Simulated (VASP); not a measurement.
# PbSe2I2 in VASP: a series of runs

The runs below take PbSe2I2 through single point, relaxation of cell and atoms, with PBE.

All numbers are computed with VASP 6.6.1; they aren't measurements. Logs are shortened: lines on timing, memory, paths and dates and some standing lists are left out, and cuts for length are marked.

## Step 1: The cell of the first run

Symmetry: I4/mmm, No. 139, tetragonal system. The conventional cell has a = 6.418 Å, b = 6.418 Å, c = 8.432 Å, α = 90.00°, β = 90.00°, γ = 90.00°. Within 4.1 Å of Pb (site symmetry 4/mmm) lie 2 Se at 3.09 Å and 8 I at 3.84 Å. Within 3.1 Å of Se (site symmetry 4mm) lie 1 Se at 2.24 Å and 1 Pb at 3.09 Å. Within 4.6 Å of I (site symmetry -4m2) lie 8 Se at 3.36 to 4.55 Å and 4 Pb at 3.84 Å and 6 I at 4.22 to 4.54 Å.

## Step 2: Single point, PBE

The input, INCAR:

```
PREC = Accurate
ENCUT = 520
EDIFF = 1E-7
ISMEAR = 0
SIGMA = 0.1
LREAL = False
LASPH = True
NELM = 60
ALGO = Fast
ISIF = 2
LWAVE = False
LCHARG = False
GGA = PE
NBANDS = 28
```

The input, KPOINTS:

```
regular mesh
0
Gamma
  8 8 8
```

The input, POSCAR:

```
PbSe2I2
1.0
   -3.2090100467      3.2090100467      4.2158817097
    3.2090100467     -3.2090100467      4.2158817097
    3.2090100467      3.2090100467     -4.2158817097
Pb Se I
1 2 2
Direct
    0.0000000000      0.0000000000      0.0000000000
    0.6329886491      0.6329886491      0.0000000000
    0.3670113509      0.3670113509      0.0000000000
    0.7500000000      0.2500000000      0.5000000000
    0.2500000000      0.7500000000      0.5000000000
```

Potentials or basis: VASP PAW PBE potentials, release 64 (Pb_d, Se, I).

Run with:

```sh
$ cat potpaw_PBE.64/Pb_d/POTCAR potpaw_PBE.64/Se/POTCAR potpaw_PBE.64/I/POTCAR > POTCAR
$ mpirun -np 1 vasp_std > vasp.out
```

OUTCAR:

```text
PREC = Accurate
   ENCUT = 520
   EDIFF = 1E-7
   ISMEAR = 0
   LREAL = False
   LASPH = True
   NELM = 60
   ISIF = 2
   GGA = PE

 ion  position               nearest neighbor table
   1  0.000  0.000  0.000-   2 3.09   3 3.09   4 3.84   5 3.84   4 3.84   5 3.84   4 3.84   5 3.84
                             4 3.84   5 3.84
   2  0.633  0.633  0.000-   3 2.24   1 3.09
   3  0.367  0.367  0.000-   2 2.24   1 3.09
   4  0.750  0.250  0.500-   1 3.84   1 3.84   1 3.84   1 3.84
   5  0.250  0.750  0.500-   1 3.84   1 3.84   1 3.84   1 3.84

  LATTYP: Found a body centered tetragonal cell.
 ALAT       =     6.4180200934
 C/A-ratio  =     1.3137639485

  Lattice vectors:

 A1 = (  -3.2090100467,   3.2090100467,   4.2158817097)
 A2 = (   3.2090100467,  -3.2090100467,   4.2158817097)
 A3 = (   3.2090100467,   3.2090100467,  -4.2158817097)

Analysis of symmetry for initial positions (statically):
=====================================================================
 Subroutine PRICEL returns:
 Original cell was already a primitive cell.

 Routine SETGRP: Setting up the symmetry group for a
 body centered tetragonal supercell.

 Subroutine GETGRP returns: Found 16 space group operations
 (whereof 16 operations were pure point group operations)
 out of a pool of 16 trial point group operations.

The static configuration has the point symmetry D_4h.

Analysis of symmetry for dynamics (positions and initial velocities):
=====================================================================
 Subroutine PRICEL returns:
 Original cell was already a primitive cell.

 Routine SETGRP: Setting up the symmetry group for a
 body centered tetragonal supercell.

 Subroutine GETGRP returns: Found 16 space group operations
 (whereof 16 operations were pure point group operations)
 out of a pool of 16 trial point group operations.

The dynamic configuration has the point symmetry D_4h.

 Subroutine INISYM returns: Found 16 space group operations
 (whereof 16 operations are pure point group operations),
 and found     1 'primitive' translations

----------------------------------------------------------------------------------------

                                     Primitive cell

  volume of cell :     173.6563

  direct lattice vectors                    reciprocal lattice vectors
    -3.209010047  3.209010047  4.215881710     0.000000000  0.155811292  0.118599153
     3.209010047 -3.209010047  4.215881710     0.155811292  0.000000000  0.118599153
     3.209010047  3.209010047 -4.215881710     0.155811292  0.155811292  0.000000000

  length of vectors
     6.194283619  6.194283619  6.194283619     0.195813477  0.195813477  0.220350442

  position of ions in fractional coordinates (direct lattice)
     0.000000000  0.000000000  0.000000000
     0.632988649  0.632988649  0.000000000
     0.367011351  0.367011351  0.000000000
     0.750000000  0.250000000  0.500000000
     0.250000000  0.750000000  0.500000000

  ion indices of the primitive-cell ions
   primitive index   ion index
                 1           1
                 2           2
                 3           3
                 4           4
                 5           5

----------------------------------------------------------------------------------------

 KPOINTS: regular mesh

Automatic generation of k-mesh.
 Grid dimensions read from file:
 generate k-points for:    8    8    8

 Generating k-lattice:

  Cartesian coordinates                     Fractional coordinates (reciprocal lattice)
     0.000000000  0.019476411  0.014824894     0.125000000  0.000000000  0.000000000
     0.019476411  0.000000000  0.014824894     0.000000000  0.125000000  0.000000000
     0.019476411  0.019476411  0.000000000     0.000000000  0.000000000  0.125000000

  Length of vectors
     0.024476685  0.024476685  0.027543805

  Shift w.r.t. Gamma in fractional coordinates (k-lattice)
     0.000000000  0.000000000  0.000000000

 Subroutine IBZKPT returns following result:
 ===========================================

 Found     59 irreducible k-points:

 Following reciprocal coordinates:
            Coordinates               Weight
  0.000000  0.000000  0.000000      1.000000
  0.125000  0.000000 -0.000000      8.000000
  0.250000  0.000000 -0.000000      8.000000
  0.375000  0.000000 -0.000000      8.000000
  0.500000  0.000000 -0.000000      4.000000
  0.125000  0.125000 -0.000000      8.000000
[... 16 lines left out ...]
  0.250000  0.125000  0.125000     16.000000
  0.375000  0.125000  0.125000      8.000000
 [... further k-points ...]
   k-points           NKPTS =     59   k-points in BZ     NKDIM =     59   number of bands    NBANDS=     28
   number of dos      NEDOS =    301   number of ions     NIONS =      5
   total plane-waves  NPLWV = 110592
   dimension x,y,z NGX =    48 NGY =   48 NGZ =   48
   dimension x,y,z NGXF=    96 NGYF=   96 NGZF=   96
   ions per type =               1   2   2
   NGX,Y,Z   is equivalent  to a cutoff of  12.88, 12.88, 12.88 a.u.
   NGXF,Y,Z  is equivalent  to a cutoff of  25.77, 25.77, 25.77 a.u.
 SYSTEM =  unknown system
   PREC   = accura    normal or accurate (medium, high low for compatibility)
   ISTART =      0    job   : 0-new  1-cont  2-samecut
   ICHARG =      2    charge: 1-file 2-atom 10-const
   ISPIN  =      1    spin polarized calculation?
   LNONCOLLINEAR =      F non collinear calculations
   LSORBIT =      F    spin-orbit coupling
   LASPH  =      T    aspherical Exc in radial PAW
   ENCUT  =  520.0 eV  38.22 Ry    6.18 a.u.  11.52 11.52 11.52*2*pi/ulx,y,z
   NELM   =     60;   NELMIN=  2; NELMDL= -5     # of ELM steps
   EDIFF  = 0.1E-06   stopping-criterion for ELM
   LREAL  =      F    real-space projection
   EDIFFG = 0.1E-05   stopping-criterion for IOM
   NSW    =      0    number of steps for IOM
   IBRION =     -1    ionic relax: 0-MD 1-quasi-New 2-CG
   NFREE  =      0    steps in history (QN), initial steepest desc. (CG)
   ISIF   =      2    stress and relaxation
   ISYM   =      2    0-nonsym 1-usesym 2-fastsym
   POTIM  = 0.5000    time-step for ionic-motion
   TEBEG  =    0.0;   TEEND  =   0.0 temperature during run
   PSTRESS=    0.0 pullay stress
   NELECT =      40.0000    total number of electrons
   NUPDOWN=      -1.0000    fix difference up-down
   EMIN   =  10.00;   EMAX   =-10.00  energy-range for DOS
   EFERMI =   0.00;   METHOD = LEGACY
   ISMEAR =     0;   SIGMA  =   0.10  broadening in eV -4-tet -1-fermi 0-gaus
   EFERMI_NEDOS =   21; number of points for ismear=-14 and -15
   IALGO  =     68    algorithm
   IMIX   =      4    mixing-type and parameters
     AMIX     =   0.40;   BMIX     =  1.00
     AMIX_MAG =   1.60;   BMIX_MAG =  1.00
  volume/ion in A,a.u.               =      34.73       234.38
  Fermi-wavevector in a.u.,A,eV,Ry     =   1.003532  1.896401 13.702112  1.007077
  Thomas-Fermi vector in A             =   2.136090
   LORBIT       =      0    0 simple, 1 ext, 2 COOP (PROOUT), +10 PAW based schemes
   GGA     = PE    functional components
   LHFCALC =     F    Hartree Fock is set to
   AEXX    =    0.0000 exact exchange contribution
   IVDW    =     0    specifies the selected vdW correction
   LEPSILON=     F    determine dielectric tensor
   LRPA    =     F    only Hartree local field effects (RPA)
 non-spin polarized calculation
 RMM-DIIS sequential band-by-band and
 Gauss-broadening in eV      SIGMA  =   0.10
  energy-cutoff  :      520.00
  volume of cell :      173.66
 maximum number of plane-waves:      4696
 NGX is ok and might be reduce to    48
   NGX = 23   NGY = 23   NGZ = 23

 number of electron      39.9999995 magnetization

 Free energy of the ion-electron system (eV)
  ---------------------------------------------------
  ext. energy  EPLUGINS =         0.00000000
  ---------------------------------------------------
  free energy    TOTEN  =       -13.02804263 eV

  energy without entropy =      -13.02105256  energy(sigma->0) =      -13.02454760

 E-fermi :   3.9464     XC(G=0):  -8.6722

 val. band max:        3.9246825481   @ k =  -0.2500   0.5000   0.2500
 cond. band min:       3.9658503537   @ k =  -0.2500   0.3750   0.2500
 fundamental gap:      0.0411678056
 Fermi energy:         3.9464407060

 k-point     1 :       0.0000    0.0000    0.0000
  band No.  band energies     occupation
      1     -14.1204      2.00000
      2     -14.1155      2.00000
      3     -14.0529      2.00000
      4     -14.0390      2.00000
      5     -14.0390      2.00000
      6     -11.0213      2.00000
[... 20 lines left out ...]
     27      10.0146      0.00000
     28      11.2309      0.00000

 k-point     2 :       0.1250    0.0000   -0.0000
  band No.  band energies     occupation
      1     -14.1204      2.00000
      2     -14.1155      2.00000
      3     -14.0526      2.00000
      4     -14.0390      2.00000
      5     -14.0389      2.00000
      6     -11.0014      2.00000
[... 20 lines left out ...]
     27       9.6431      0.00000
     28      11.0454      0.00000

 k-point     3 :       0.2500    0.0000   -0.0000
  band No.  band energies     occupation
      1     -14.1203      2.00000
      2     -14.1156      2.00000
      3     -14.0521      2.00000
      4     -14.0391      2.00000
      5     -14.0387      2.00000
      6     -10.9511      2.00000
[... 20 lines left out ...]
     27       9.5957      0.00000
     28      10.5874      0.00000

 k-point     4 :       0.3750    0.0000   -0.0000
  band No.  band energies     occupation
      1     -14.1203      2.00000
      2     -14.1157      2.00000
      3     -14.0515      2.00000
      4     -14.0392      2.00000
      5     -14.0386      2.00000
      6     -10.8973      2.00000
[... 578 lines left out ...]
     27       9.7412      0.00000
     28      10.2777      0.00000

 k-point    23 :       0.2500    0.1250    0.1250
  band No.  band energies     occupation
      1     -14.1204      2.00000
      2     -14.1154      2.00000
      3     -14.0515      2.00000
      4     -14.0394      2.00000
      5     -14.0387      2.00000
      6     -10.8735      2.00000
[... 20 lines left out ...]
     27       9.5458      0.00000
     28      10.0863      0.00000

 k-point    24 :       0.3750    0.1250    0.1250
  band No.  band energies     occupation
      1     -14.1204      2.00000
      2     -14.1154      2.00000
      3     -14.0513      2.00000
      4     -14.0393      2.00000
      5     -14.0389      2.00000
      6     -10.8554      2.00000
[... 20 lines left out ...]
     27       9.7532      0.00000
     28      10.3143      0.00000

 [... further k-points ...]

------------------------ aborting loop because EDIFF is reached ----------------------------------------

  FORCE on cell =-STRESS in cart. coord.  units (eV):
  Direction    XX          YY          ZZ          XY          YZ          ZX
  --------------------------------------------------------------------------------------
  -------------------------------------------------------------------------------------
  Total       -0.0183871     -0.0183871      0.0466318      0.0000000      0.0000000      0.0000000
  in kB       -0.1696423     -0.1696423      0.4302311      0.0000000      0.0000000      0.0000000
  external PRESSURE =       0.0303155 kB  Pullay stress =       0.0000000 kB

 VOLUME and BASIS-vectors are now :
 -----------------------------------------------------------------------------
  energy-cutoff  :      520.00
  volume of cell :      173.66
      direct lattice vectors                 reciprocal lattice vectors
    -3.209010047  3.209010047  4.215881710     0.000000000  0.155811292  0.118599153
     3.209010047 -3.209010047  4.215881710     0.155811292  0.000000000  0.118599153
     3.209010047  3.209010047 -4.215881710     0.155811292  0.155811292  0.000000000

 POSITION                                       TOTAL-FORCE (eV/Angst)
 -----------------------------------------------------------------------------------
      0.00000      0.00000      0.00000        -0.000000     -0.000000      0.000000
      0.00000      0.00000      5.33721         0.000000      0.000000      0.036246
      0.00000      0.00000      3.09455        -0.000000     -0.000000     -0.036246
     -0.00000      3.20901      2.10794        -0.000000     -0.000000     -0.000000
      3.20901     -0.00000      2.10794        -0.000000     -0.000000      0.000000
 -----------------------------------------------------------------------------------
    total drift:                                0.000000     -0.000000     -0.000000

  FREE ENERGIE OF THE ION-ELECTRON SYSTEM (eV)
  ---------------------------------------------------
  free  energy   TOTEN  =       -13.0280426345 eV

  energy  without entropy=      -13.0210525561  energy(sigma->0) =      -13.02454760
```

Wall time 4.5 min (1 thread of Oxide Virtual Turin-like, shared host); peak memory 0.48 GiB.

What came out:

```yaml
Free_energy: -13.0280 eV
Pressure: 0.0 GPa
Largest_force: 0.036 eV/Å
Band_gap_on_the_k_mesh: zero (bands 20 and 21 overlap by 1.68 eV)
```

Forces on the atoms (eV/Å):
```
Pb   0.000  0.000  0.000
Se   0.000  0.000  0.036
Se   0.000  0.000 -0.036
I    0.000  0.000  0.000
I    0.000  0.000  0.000
```

Caveat: spin-orbit coupling is left out, which moves the levels of the heavy elements.

## Step 3: Relaxation of cell and atoms, PBE

This run uses another cell than the first one, of 33.19 Å³/atom.

The input, INCAR:

```
ALGO = Normal ; EDIFF = 1E-6
EDIFFG = -0.04 ; ENCUT = 600
GGA = PE ; IBRION = 2
ISIF = 3 ; ISMEAR = 0
LASPH = True ; LCHARG = False
LREAL = False ; LWAVE = False
NELM = 100 ; NSW = 90
PREC = Accurate ; SIGMA = 0.1
```

The input, KPOINTS:

```
k-points
0
Gamma
  4 4 4
```

The input, POSCAR:

```
PbSe2I2
1.0
    0.0000000000      3.7484226900      5.9290537800
    3.7332491600      0.0000000000      5.9290537800
    3.7332491600      3.7484226900      0.0000000000
Pb Se I
1 2 2
Direct
    0.0000000000      0.0000000000      0.0000000000
    0.6213340500      0.6213340500      0.3786659500
    0.3786659500      0.3786659500      0.6213340500
    0.2500000000      0.2500000000      0.2500000000
    0.7500000000      0.7500000000      0.7500000000
```

Potentials or basis: VASP PAW PBE potentials, release 64 (Pb_d, Se, I).

Run with:

```sh
$ cat potpaw_PBE.64/Pb_d/POTCAR potpaw_PBE.64/Se/POTCAR potpaw_PBE.64/I/POTCAR > POTCAR
$ mpirun -np 1 vasp_std > vasp.out
```

It took 31 min on 1 thread of Oxide Virtual Turin-like, shared host; peak memory 0.43 GiB.

It converged, with:

| Quantity | Value |
| --- | --- |
| Free energy | -12.9400 eV |
| Relaxed volume | 34.83 Å³/atom |
| Relaxed cell | a = 6.213 Å, b = 6.209 Å, c = 6.395 Å, α = 59.05°, β = 58.98°, γ = 61.97° |
| Space group after relaxing (to 0.1 Å) | I4/mmm (No. 139) |
| Pressure after relaxing | 0.0 GPa |
| Largest force after relaxing | 0.019 eV/Å |
| Band gap on the k mesh | zero (bands 20 and 21 overlap by 1.45 eV) |

Forces on the atoms (eV/Å):
```
Pb   0.000  0.000  0.000
Se   0.000  0.000  0.019
Se   0.000  0.000 -0.019
I    0.000  0.000  0.000
I    0.000  0.000  0.000
```

Stress tensor (GPa, compression positive):
```
 0.07  0.00  0.00
 0.00  0.07  0.00
 0.00  0.00 -0.14
```

Final structure:
```
CELL_PARAMETERS angstrom
0.00000 4.52490 4.25774
4.51907 0.00000 4.25774
4.51907 4.52490 0.00000
ATOMIC_POSITIONS crystal
Pb 0.00000 0.00000 0.00000
Se 0.63174 0.63174 0.36826
Se 0.36826 0.36826 0.63174
I 0.25000 0.25000 0.25000
I 0.75000 0.75000 0.75000
```

Levels at points of the mesh, in eV from the Fermi level:
```csv
k point,band 16,band 17,band 18,band 19,band 20,band 21,band 22,band 23,band 24
"(0.00, 0.00, 0.00)",-3.10,-2.41,-1.72,-1.72,-0.01,0.93,0.94,1.24,1.24
"(0.50, 0.00, 0.00)",-2.34,-2.31,-1.71,-0.90,-0.82,0.16,1.48,1.49,1.96
"(0.50, 0.50, 0.00)",-2.83,-1.58,-1.05,-1.05,-0.72,0.55,0.55,1.55,1.55
"(0.50, 0.00, 0.50)",-2.23,-2.18,-2.14,-2.01,-0.93,-0.42,-0.08,0.61,1.36
"(0.00, 0.50, 0.50)",-2.24,-2.18,-2.14,-2.00,-0.93,-0.42,-0.08,0.62,1.36
```

Caveat: a cell axis changed by over 15 % at a fixed basis, so the end point is rough; spin-orbit coupling is left out, which moves the levels of the heavy elements.

The gap in the log of VASP goes by the Fermi energy; the results here count the filled bands.